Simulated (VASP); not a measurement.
# SnO2 (rutile type) (P4_2/mnm) in VASP: single point with LDA

Aim: the single point of SnO2 (rutile type) with LDA.

Everything below comes from runs of VASP 6.6.1. Logs are shortened: lines on timing, memory, paths and dates and some standing lists are left out, and cuts for length are marked.

### 1 The cell of the first run

It takes space group P4_2/mnm (No. 136, tetragonal). The conventional cell has a = 4.722 Å, b = 4.722 Å, c = 3.190 Å, α = 90.00°, β = 90.00°, γ = 90.00°. Within 2.7 Å of Sn (site symmetry mmm) lie 6 O at 2.04 to 2.05 Å. O (site symmetry m2m) has 3 Sn at 2.04 to 2.05 Å and 1 O at 2.59 Å within 2.7 Å.

### 2 Single point, LDA

The input, INCAR:

```
SYSTEM = SnO2
PREC = Accurate
ENCUT = 520
EDIFF = 1E-6
ISMEAR = -1
SIGMA = 0.08
LREAL = .FALSE.
LASPH = .TRUE.
NELM = 80
ALGO = Normal
ISIF = 2
LWAVE = .FALSE.
LCHARG = .TRUE.
GGA = CA
LELF = .TRUE.
LVHAR = .TRUE.
NBANDS = 35
```

The input, KPOINTS:

```
Automatic mesh
0
G
  8 8 11
  0 0 0
```

The input, POSCAR:

```
SnO2
1.0
    4.7220244167      0.0000000000      0.0000000000
    0.0000000000      4.7220244167      0.0000000000
    0.0000000000      0.0000000000      3.1904164117
Sn O
2 4
Direct
    0.0000000000      0.0000000000      0.0000000000
    0.5000000000      0.5000000000      0.5000000000
    0.3060675151      0.3060675151      0.0000000000
    0.6939324849      0.6939324849      0.0000000000
    0.8060675151      0.1939324849      0.5000000000
    0.1939324849      0.8060675151      0.5000000000
```

Potentials or basis: VASP PAW LDA potentials, release 64 (Sn_d, O).

The run is started by

```bash
cat potpaw_LDA.64/Sn_d/POTCAR potpaw_LDA.64/O/POTCAR > POTCAR
mpirun -np 1 vasp_std > vasp.out
```

OUTCAR:

```text
SYSTEM = SnO2
   PREC = Accurate
   ENCUT = 520
   EDIFF = 1E-6
   ISMEAR = -1
   LREAL = .FALSE.
   LASPH = .TRUE.
   NELM = 80
   ISIF = 2
   GGA = CA

 ion  position               nearest neighbor table
   1  0.000  0.000  0.000-   3 2.04   4 2.04   5 2.05   6 2.05   5 2.05   6 2.05   2 3.70   2 3.70
                             2 3.70   2 3.70   2 3.70   2 3.70   2 3.70   2 3.70
   2  0.500  0.500  0.500-   5 2.04   6 2.04   3 2.05   4 2.05   3 2.05   4 2.05   1 3.70   1 3.70
                             1 3.70   1 3.70   1 3.70   1 3.70   1 3.70   1 3.70
   3  0.306  0.306  0.000-   1 2.04   2 2.05   2 2.05
   4  0.694  0.694  0.000-   1 2.04   2 2.05   2 2.05
   5  0.806  0.194  0.500-   2 2.04   1 2.05   1 2.05
   6  0.194  0.806  0.500-   2 2.04   1 2.05   1 2.05

  LATTYP: Found a simple tetragonal cell.
 ALAT       =     4.7220244167
 C/A-ratio  =     0.6756458947

  Lattice vectors:

 A1 = (   4.7220244167,   0.0000000000,   0.0000000000)
 A2 = (   0.0000000000,   4.7220244167,   0.0000000000)
 A3 = (   0.0000000000,   0.0000000000,   3.1904164117)

Analysis of symmetry for initial positions (statically):
=====================================================================
 Subroutine PRICEL returns:
 Original cell was already a primitive cell.

 Routine SETGRP: Setting up the symmetry group for a
 simple tetragonal supercell.

 Subroutine GETGRP returns: Found 16 space group operations
 (whereof  8 operations were pure point group operations)
 out of a pool of 16 trial point group operations.

The static configuration has the point symmetry D_2h.
 The point group associated with its full space group is D_4h.

Analysis of symmetry for dynamics (positions and initial velocities):
=====================================================================
 Subroutine PRICEL returns:
 Original cell was already a primitive cell.

 Routine SETGRP: Setting up the symmetry group for a
 simple tetragonal supercell.

 Subroutine GETGRP returns: Found 16 space group operations
 (whereof  8 operations were pure point group operations)
 out of a pool of 16 trial point group operations.

The dynamic configuration has the point symmetry D_2h.
 The point group associated with its full space group is D_4h.

 Subroutine INISYM returns: Found 16 space group operations
 (whereof  8 operations are pure point group operations),
 and found     1 'primitive' translations

----------------------------------------------------------------------------------------
[... 99 lines left out ...]
   ENCUT  =  520.0 eV  38.22 Ry    6.18 a.u.   8.78  8.78  5.93*2*pi/ulx,y,z
   NELM   =     80;   NELMIN=  2; NELMDL= -5     # of ELM steps
   EDIFF  = 0.1E-05   stopping-criterion for ELM
   LREAL  =      F    real-space projection
   EDIFFG = 0.1E-04   stopping-criterion for IOM
   NSW    =      0    number of steps for IOM
   IBRION =     -1    ionic relax: 0-MD 1-quasi-New 2-CG
   NFREE  =      0    steps in history (QN), initial steepest desc. (CG)
   ISIF   =      2    stress and relaxation
   ISYM   =      2    0-nonsym 1-usesym 2-fastsym
   POTIM  = 0.5000    time-step for ionic-motion
   TEBEG  =    0.0;   TEEND  =   0.0 temperature during run
   PSTRESS=    0.0 pullay stress
   NELECT =      52.0000    total number of electrons
   NUPDOWN=      -1.0000    fix difference up-down
   EMIN   =  10.00;   EMAX   =-10.00  energy-range for DOS
   EFERMI =   0.00;   METHOD = LEGACY
   ISMEAR =    -1;   SIGMA  =   0.08  broadening in eV -4-tet -1-fermi 0-gaus
   EFERMI_NEDOS =   21; number of points for ismear=-14 and -15
   IALGO  =     38    algorithm
   IMIX   =      4    mixing-type and parameters
     AMIX     =   0.40;   BMIX     =  1.00
     AMIX_MAG =   1.60;   BMIX_MAG =  1.00
  volume/ion in A,a.u.               =      11.86        80.01
  Fermi-wavevector in a.u.,A,eV,Ry     =   1.474715  2.786807 29.589724  2.174783
  Thomas-Fermi vector in A             =   2.589452
   LORBIT       =      0    0 simple, 1 ext, 2 COOP (PROOUT), +10 PAW based schemes
   GGA     = CA    functional components
   LHFCALC =     F    Hartree Fock is set to
   AEXX    =    0.0000 exact exchange contribution
   IVDW    =     0    specifies the selected vdW correction
   LEPSILON=     F    determine dielectric tensor
   LRPA    =     F    only Hartree local field effects (RPA)
 non-spin polarized calculation
  energy-cutoff  :      520.00
  volume of cell :       71.14
 maximum number of plane-waves:      1944
 NGX is ok and might be reduce to    36
   NGX = 17   NGY = 17   NGZ = 11

 number of electron      51.9999987 magnetization

 Free energy of the ion-electron system (eV)
  ---------------------------------------------------
  ext. energy  EPLUGINS =         0.00000000
  ---------------------------------------------------
  free energy    TOTEN  =       -42.27984477 eV

  energy without entropy =      -42.27983815  energy(sigma->0) =      -42.27984146

 E-fermi :   6.6138     XC(G=0): -11.8318

 val. band max:        5.9361251227   @ k =   0.0000   0.0000   0.0000
 cond. band min:       7.1336268889   @ k =   0.0000   0.0000   0.0000
 fundamental gap:      1.1975017662
 Fermi energy:         6.6138029832

 k-point     1 :       0.0000    0.0000    0.0000
  band No.  band energies     occupation
      1     -15.0819      2.00000
      2     -14.3012      2.00000
      3     -14.0265      2.00000
      4     -14.0074      2.00000
      5     -14.0074      2.00000
      6     -13.9299      2.00000
[... 901 lines left out ...]
     34      18.0654      0.00000
     35      18.2968      0.00000

 [... further k-points ...]
[... 5 lines left out ...]
  --------------------------------------------------------------------------------------
  -------------------------------------------------------------------------------------
  Total        0.4260384      0.4260384      0.6264920      0.0000000      0.0000000      0.0000000
  in kB        9.5952329      9.5952329     14.1098460      0.0000000      0.0000000      0.0000000
  external PRESSURE =      11.1001040 kB  Pullay stress =       0.0000000 kB

 VOLUME and BASIS-vectors are now :
 -----------------------------------------------------------------------------
  energy-cutoff  :      520.00
  volume of cell :       71.14
      direct lattice vectors                 reciprocal lattice vectors
     4.722024417  0.000000000  0.000000000     0.211773577  0.000000000  0.000000000
     0.000000000  4.722024417  0.000000000     0.000000000  0.211773577  0.000000000
     0.000000000  0.000000000  3.190416412     0.000000000  0.000000000  0.313438709

 POSITION                                       TOTAL-FORCE (eV/Angst)
 -----------------------------------------------------------------------------------
      0.00000      0.00000      0.00000        -0.000000      0.000000      0.000000
      2.36101      2.36101      1.59521        -0.000000      0.000000      0.000000
      1.44526      1.44526      0.00000        -0.014905     -0.014905      0.000000
      3.27677      3.27677      0.00000         0.014905      0.014905     -0.000000
      3.80627      0.91575      1.59521        -0.014905      0.014905     -0.000000
      0.91575      3.80627      1.59521         0.014905     -0.014905      0.000000
 -----------------------------------------------------------------------------------
    total drift:                                0.000000      0.000000      0.000000

  FREE ENERGIE OF THE ION-ELECTRON SYSTEM (eV)
  ---------------------------------------------------
  free  energy   TOTEN  =       -42.2798447723 eV

  energy  without entropy=      -42.2798381450  energy(sigma->0) =      -42.27984146
```

OSZICAR:

```text
N       E                     dE             d eps       ncg     rms          rms(c)
DAV:   1     0.630383368285E+03    0.63038E+03   -0.25633E+04  7034   0.234E+03
DAV:   2     0.518226667996E+02   -0.57856E+03   -0.54575E+03  6740   0.613E+02
DAV:   3    -0.434086055264E+02   -0.95231E+02   -0.93356E+02  6858   0.208E+02
DAV:   4    -0.483278213851E+02   -0.49192E+01   -0.48844E+01  7949   0.508E+01
DAV:   5    -0.484581582035E+02   -0.13034E+00   -0.13015E+00  7941   0.874E+00    0.159E+01
DAV:   6    -0.423457072633E+02    0.61125E+01   -0.16831E+01 10111   0.646E+01    0.642E+00
DAV:   7    -0.423737810172E+02   -0.28074E-01   -0.19786E+00  7195   0.792E+00    0.320E+00
DAV:   8    -0.422944218505E+02    0.79359E-01   -0.21244E-01  9838   0.427E+00    0.726E-01
DAV:   9    -0.422797197398E+02    0.14702E-01   -0.33060E-02 10474   0.305E+00    0.130E-01
DAV:  10    -0.422798300768E+02   -0.11034E-03   -0.33745E-03  8364   0.470E-01    0.498E-02
DAV:  11    -0.422798444096E+02   -0.14333E-04   -0.14036E-04 10167   0.130E-01    0.213E-02
DAV:  12    -0.422798474389E+02   -0.30293E-05   -0.14466E-05  7495   0.263E-02    0.136E-02
DAV:  13    -0.422798447020E+02    0.27369E-05   -0.88503E-06  7970   0.435E-02    0.161E-03
DAV:  14    -0.422798447723E+02   -0.70373E-07   -0.79916E-07  4105   0.787E-03
   1 F= -.42279845E+02 E0= -.42279841E+02  d E =-.662731E-05
```

stdout:

```text
POSCAR found type information on POSCAR SnO
 POSCAR found :  2 types and       6 ions
 scaLAPACK will be used
 LDA part: xc-table for (Slater(with rela. corr.)+CA(PZ))
 , standard interpolation
 POSCAR, INCAR and KPOINTS ok, starting setup
 FFT: planning ... GRIDC
 FFT: planning ... GRID_SOFT
 FFT: planning ... GRID
 WAVECAR not read
 entering main loop
```

It took 5 min on 1 thread of Oxide Virtual Turin-like, shared host; peak memory 0.24 GiB.

What came out:

```yaml
Free_energy: -42.2798 eV
Pressure: 1.1 GPa
Largest_force: 0.021 eV/Å
Band_gap_on_the_k_mesh: 1.20 eV, direct
```

Forces on the atoms (eV/Å):
```
Sn   0.000  0.000  0.000
Sn   0.000  0.000  0.000
O   -0.015 -0.015  0.000
O    0.015  0.015  0.000
O   -0.015  0.015  0.000
O    0.015 -0.015  0.000
```

Stress tensor (GPa, compression positive):
```
0.96 0.00 0.00
0.00 0.96 0.00
0.00 0.00 1.41
```

Caveat: spin-orbit coupling is left out, which moves the levels of the heavy elements. A k mesh can miss the band edges.
